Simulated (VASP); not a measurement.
# SrO (Fm-3m) in VASP: further runs, part 2 of 3

VASP 6.6.1. The steps go on from the part before.

## Step 3: Single point, PBE-based screened hybrid

File POSCAR:

```
SrO
1.0
    0.0000000000      2.5798927166      2.5798927166
    2.5798927166      0.0000000000      2.5798927166
    2.5798927166      2.5798927166      0.0000000000
Sr O
1 1
Direct
    0.5000000000      0.5000000000      0.5000000000
    0.0000000000      0.0000000000      0.0000000000
```

File INCAR.step1:

```
ALGO = Normal
EDIFF = 1E-5
ENCUT = 520
GGA = PE
ISIF = 2
ISMEAR = 0
LASPH = T
LCHARG = F
LREAL = F
LWAVE = T
NBANDS = 15
NELM = 60
PREC = Accurate
SIGMA = 0.01
```

File INCAR.step2:

```
AEXX = 0.05
ALGO = Normal
EDIFF = 1E-6
ENCUT = 520
GGA = PE
HFSCREEN = 0.1
ISIF = 2
ISMEAR = 0
ISTART = 1
LASPH = T
LCHARG = F
LHFCALC = T
LREAL = F
LWAVE = F
NBANDS = 15
NELM = 60
PREC = Accurate
PRECFOCK = Normal
SIGMA = 0.01
```

File KPOINTS:

```
k-points
0
Gamma
  4 4 4
```

Potentials or basis: VASP PAW PBE potentials, release 64 (Sr_sv, O).

The run is started by

```sh
$ cat potpaw_PBE.64/Sr_sv/POTCAR potpaw_PBE.64/O/POTCAR > POTCAR
$ cp INCAR.step1 INCAR
$ mpirun -np 1 vasp_std > vasp.out
$ cp INCAR.step2 INCAR
$ mpirun -np 1 vasp_std > vasp.out
```

OUTCAR:

```text
AEXX = 0.05
   EDIFF = 1E-6
   ENCUT = 520
   GGA = PE
   HFSCREEN = 0.1
   ISIF = 2
   ISMEAR = 0
   ISTART = 1
   LASPH = T
   LHFCALC = T
   LREAL = F
   NELM = 60
   PREC = Accurate
   PRECFOCK = Normal

 ion  position               nearest neighbor table
   1  0.500  0.500  0.500-   2 2.58   2 2.58   2 2.58   2 2.58   2 2.58   2 2.58
   2  0.000  0.000  0.000-   1 2.58   1 2.58   1 2.58   1 2.58   1 2.58   1 2.58

  LATTYP: Found a face centered cubic cell.
 ALAT       =     5.1597854332

  Lattice vectors:

 A1 = (   0.0000000000,   2.5798927166,   2.5798927166)
 A2 = (   2.5798927166,   0.0000000000,   2.5798927166)
 A3 = (   2.5798927166,   2.5798927166,   0.0000000000)

Analysis of symmetry for initial positions (statically):
=====================================================================
 Subroutine PRICEL returns:
 Original cell was already a primitive cell.

 Routine SETGRP: Setting up the symmetry group for a
 face centered cubic supercell.

 Subroutine GETGRP returns: Found 48 space group operations
[... 9 lines left out ...]

 Routine SETGRP: Setting up the symmetry group for a
 face centered cubic supercell.

 Subroutine GETGRP returns: Found 48 space group operations
[... 11 lines left out ...]
                                     Primitive cell

  volume of cell :      34.3427

  direct lattice vectors                    reciprocal lattice vectors
     0.000000000  2.579892717  2.579892717    -0.193806509  0.193806509  0.193806509
     2.579892717  0.000000000  2.579892717     0.193806509 -0.193806509  0.193806509
     2.579892717  2.579892717  0.000000000     0.193806509  0.193806509 -0.193806509

  length of vectors
     3.648519269  3.648519269  3.648519269     0.335682720  0.335682720  0.335682720

  position of ions in fractional coordinates (direct lattice)
     0.500000000  0.500000000  0.500000000
     0.000000000  0.000000000  0.000000000

  ion indices of the primitive-cell ions
   primitive index   ion index
                 1           1
                 2           2

----------------------------------------------------------------------------------------

 KPOINTS: k-points

Automatic generation of k-mesh.
 Grid dimensions read from file:
 generate k-points for:    4    4    4

 Generating k-lattice:

  Cartesian coordinates                     Fractional coordinates (reciprocal lattice)
    -0.048451627  0.048451627  0.048451627     0.250000000  0.000000000  0.000000000
     0.048451627 -0.048451627  0.048451627     0.000000000  0.250000000  0.000000000
     0.048451627  0.048451627 -0.048451627     0.000000000  0.000000000  0.250000000

  Length of vectors
     0.083920680  0.083920680  0.083920680

  Shift w.r.t. Gamma in fractional coordinates (k-lattice)
     0.000000000  0.000000000  0.000000000

 Subroutine IBZKPT returns following result:
 ===========================================

 Found      8 irreducible k-points:

 Following reciprocal coordinates:
            Coordinates               Weight
  0.000000  0.000000  0.000000      1.000000
  0.250000  0.000000  0.000000      8.000000
  0.500000  0.000000  0.000000      4.000000
  0.250000  0.250000  0.000000      6.000000
  0.500000  0.250000  0.000000     24.000000
 -0.250000  0.250000  0.000000     12.000000
  0.500000  0.500000  0.000000      3.000000
 -0.250000  0.500000  0.250000      6.000000
   k-points           NKPTS =      8   k-points in BZ     NKDIM =     64   number of bands    NBANDS=     15
   number of dos      NEDOS =    301   number of ions     NIONS =      2
   total plane-waves  NPLWV =  21952
   dimension x,y,z NGX =    28 NGY =   28 NGZ =   28
   dimension x,y,z NGXF=    56 NGYF=   56 NGZF=   56
   ions per type =               1   1
   NGX,Y,Z   is equivalent  to a cutoff of  12.76, 12.76, 12.76 a.u.
   NGXF,Y,Z  is equivalent  to a cutoff of  25.52, 25.52, 25.52 a.u.
 SYSTEM =  unknown system
   PREC   = accura    normal or accurate (medium, high low for compatibility)
   ISTART =      1    job   : 0-new  1-cont  2-samecut
   ICHARG =      0    charge: 1-file 2-atom 10-const
   ISPIN  =      1    spin polarized calculation?
   LNONCOLLINEAR =      F non collinear calculations
   LSORBIT =      F    spin-orbit coupling
   LASPH  =      T    aspherical Exc in radial PAW
   ENCUT  =  520.0 eV  38.22 Ry    6.18 a.u.   6.78  6.78  6.78*2*pi/ulx,y,z
   NELM   =     60;   NELMIN=  2; NELMDL=  0     # of ELM steps
   EDIFF  = 0.1E-05   stopping-criterion for ELM
   LREAL  =      F    real-space projection
   EDIFFG = 0.1E-04   stopping-criterion for IOM
   NSW    =      0    number of steps for IOM
   IBRION =     -1    ionic relax: 0-MD 1-quasi-New 2-CG
   NFREE  =      0    steps in history (QN), initial steepest desc. (CG)
   ISIF   =      2    stress and relaxation
   ISYM   =      3    0-nonsym 1-usesym 2-fastsym
   POTIM  = 0.5000    time-step for ionic-motion
   TEBEG  =    0.0;   TEEND  =   0.0 temperature during run
   PSTRESS=    0.0 pullay stress
   NELECT =      16.0000    total number of electrons
   NUPDOWN=      -1.0000    fix difference up-down
   EMIN   =  10.00;   EMAX   =-10.00  energy-range for DOS
   EFERMI =   0.00;   METHOD = LEGACY
   ISMEAR =     0;   SIGMA  =   0.01  broadening in eV -4-tet -1-fermi 0-gaus
   EFERMI_NEDOS =   21; number of points for ismear=-14 and -15
   IALGO  =     38    algorithm
   IMIX   =      1    mixing-type and parameters
     AMIX     =   0.40;   BMIX     =  1.00
     AMIX_MAG =   1.60;   BMIX_MAG =  1.00
  volume/ion in A,a.u.               =      17.17       115.88
  Fermi-wavevector in a.u.,A,eV,Ry     =   1.269121  2.398292 21.914485  1.610669
  Thomas-Fermi vector in A             =   2.402180
   LORBIT       =      0    0 simple, 1 ext, 2 COOP (PROOUT), +10 PAW based schemes
   GGA     = PE    functional components
   LHFCALC =     T    Hartree Fock is set to
   PRECFOCK=normal    Normal, Fast or Accurate (Low or Medium for compatibility)
   ENCUT4O =  -1.0   cutoff for four orbital integrals eV
   NKREDX  =     1    reduce k-point grid by
   NKREDY  =     1    reduce k-point grid by
   NKREDZ  =     1    reduce k-point grid by
   AEXX    =    0.0500 exact exchange contribution
   HFSCREEN=    0.1000 screening length (either q_TF or 0.3 A-1)
   HFSCREENC=   0.1000 screening length for correlation (either q_TF or 0.3 A-1)
   ENCUTFOCK=  -1.0 apply spherical cutoff to Coloumb kernel
   IVDW    =     0    specifies the selected vdW correction
   LEPSILON=     F    determine dielectric tensor
   LRPA    =     F    only Hartree local field effects (RPA)
 non-spin polarized calculation
 Gauss-broadening in eV      SIGMA  =   0.01
  energy-cutoff  :      520.00
  volume of cell :       34.34
 maximum number of plane-waves:       941
  NGX = 24; NGY = 24; NGZ = 24

 number of electron      15.9999998 magnetization

 Free energy of the ion-electron system (eV)
  ---------------------------------------------------
  ext. energy  EPLUGINS =         0.00000000
  ---------------------------------------------------
  free energy    TOTEN  =       -12.52459001 eV

  energy without entropy =      -12.52459001  energy(sigma->0) =      -12.52459001

 E-fermi :   1.5020     XC(G=0):  -9.5873

 val. band max:        1.3744114875   @ k =   0.0000   0.0000   0.0000
 cond. band min:       4.9996903851   @ k =   0.5000   0.5000   0.0000
 fundamental gap:      3.6252788976
 Fermi energy:         1.5019683255

 k-point     1 :       0.0000    0.0000    0.0000
  band No.  band energies     occupation
      1     -31.4595      2.00000
      2     -14.0050      2.00000
      3     -12.8480      2.00000
      4     -12.8480      2.00000
      5     -12.8480      2.00000
      6       1.3744      2.00000
      7       1.3744      2.00000
      8       1.3744      2.00000
      9       5.6382      0.00000
     10       7.9577      0.00000
     11       7.9577      0.00000
     12       7.9577      0.00000
     13      10.1178      0.00000
     14      10.1178      0.00000
     15      14.4097      0.00000
[... 109 lines left out ...]
 k-point     8 :      -0.2500    0.5000    0.2500
  band No.  band energies     occupation
      1     -31.2850      2.00000
      2     -14.6414      2.00000
      3     -13.5058      2.00000
      4     -13.5058      2.00000
      5     -12.2975      2.00000
      6       0.2442      2.00000
      7       0.9164      2.00000
      8       0.9164      2.00000
      9       7.7544      0.00000
     10       7.7544      0.00000
     11      10.3434      0.00000
     12      12.8598      0.00000
     13      13.0908      0.00000
     14      14.4772      0.00000
     15      16.3750      0.00000

------------------------ aborting loop because EDIFF is reached ----------------------------------------

  FORCE on cell =-STRESS in cart. coord.  units (eV):
  Direction    XX          YY          ZZ          XY          YZ          ZX
  --------------------------------------------------------------------------------------
  -------------------------------------------------------------------------------------
  Total        0.4074484      0.4074484      0.4074484     -0.0000000      0.0000000     -0.0000000
  in kB       19.0085190     19.0085190     19.0085190     -0.0000000      0.0000000     -0.0000000
  external PRESSURE =      19.0085190 kB  Pullay stress =       0.0000000 kB

 VOLUME and BASIS-vectors are now :
 -----------------------------------------------------------------------------
  energy-cutoff  :      520.00
  volume of cell :       34.34
      direct lattice vectors                 reciprocal lattice vectors
     0.000000000  2.579892717  2.579892717    -0.193806509  0.193806509  0.193806509
     2.579892717  0.000000000  2.579892717     0.193806509 -0.193806509  0.193806509
     2.579892717  2.579892717  0.000000000     0.193806509  0.193806509 -0.193806509

 POSITION                                       TOTAL-FORCE (eV/Angst)
 -----------------------------------------------------------------------------------
      2.57989      2.57989      2.57989        -0.000000     -0.000000     -0.000000
      0.00000      0.00000      0.00000         0.000000      0.000000      0.000000
 -----------------------------------------------------------------------------------
    total drift:                                0.000000     -0.000000      0.000000

  FREE ENERGIE OF THE ION-ELECTRON SYSTEM (eV)
  ---------------------------------------------------
  free  energy   TOTEN  =       -12.5245900092 eV

  energy  without entropy=      -12.5245900092  energy(sigma->0) =      -12.52459001
```

It took 4.1 min on 1 thread of AMD EPYC 9R45 (Zen 5), shared host; peak memory 0.23 GiB.

What came out:

```yaml
Free_energy: -12.5246 eV
Pressure: 1.9 GPa
Band_gap_on_the_k_mesh: 3.63 eV, indirect (least direct gap 3.72 eV)
```

Caveat: the k points lie up to 0.53 Å⁻¹ apart; the PAW data sets were made with another functional, which shifts forces and pressure a little. A k mesh can miss the band edges.

## Step 4: Single point, PBE-based screened hybrid

POSCAR is that of step 3.

File INCAR.step1:

```
SYSTEM = SrO
ALGO = Normal
EDIFF = 1E-5
ENCUT = 520
GGA = PE
ISIF = 2
ISMEAR = 0
LASPH = .True.
LCHARG = .False.
LREAL = .False.
LWAVE = .True.
NBANDS = 15
NELM = 60
PREC = Accurate
SIGMA = 0.01
```

File INCAR.step2:

```
SYSTEM = SrO
AEXX = 0.3
ALGO = Normal
EDIFF = 1E-7
ENCUT = 520
GGA = PE
HFSCREEN = 0.3
ISIF = 2
ISMEAR = 0
ISTART = 1
LASPH = .True.
LCHARG = .False.
LHFCALC = .True.
LREAL = .False.
LWAVE = .False.
NBANDS = 15
NELM = 60
PREC = Accurate
PRECFOCK = Normal
SIGMA = 0.01
```

File KPOINTS:

```
k-points
0
Gamma
  4 4 4
  0 0 0
```

The run is started by

```sh
$ cat potpaw_PBE.64/Sr_sv/POTCAR potpaw_PBE.64/O/POTCAR > POTCAR
$ cp INCAR.step1 INCAR
$ mpirun -np 1 vasp_std > vasp.out
$ cp INCAR.step2 INCAR
$ mpirun -np 1 vasp_std > vasp.out
```

Wall time 5.4 min (1 thread of AMD EPYC 9R45 (Zen 5), shared host); peak memory 0.24 GiB.

It converged, with:

```yaml
Free_energy: -14.3294 eV
Pressure: -0.1 GPa
Band_gap_on_the_k_mesh: 4.75 eV, indirect (least direct gap 4.86 eV)
```

Levels at points of the mesh, in eV from the valence-band top:
```csv
k point,band 6,band 7,band 8,band 9,band 10,band 11
"(0.00, 0.00, 0.00)",0.00,0.00,0.00,5.42,7.86,7.86
"(0.50, 0.00, 0.00)",-2.22,-1.17,-1.17,8.21,9.92,10.68
"(0.50, 0.50, 0.00)",-0.49,-0.10,-0.10,4.75,9.51,12.01
```

Caveat: the k points lie up to 0.53 Å⁻¹ apart; the PAW data sets were made with another functional, which shifts forces and pressure a little.

(Continued in part 3 of 3.)
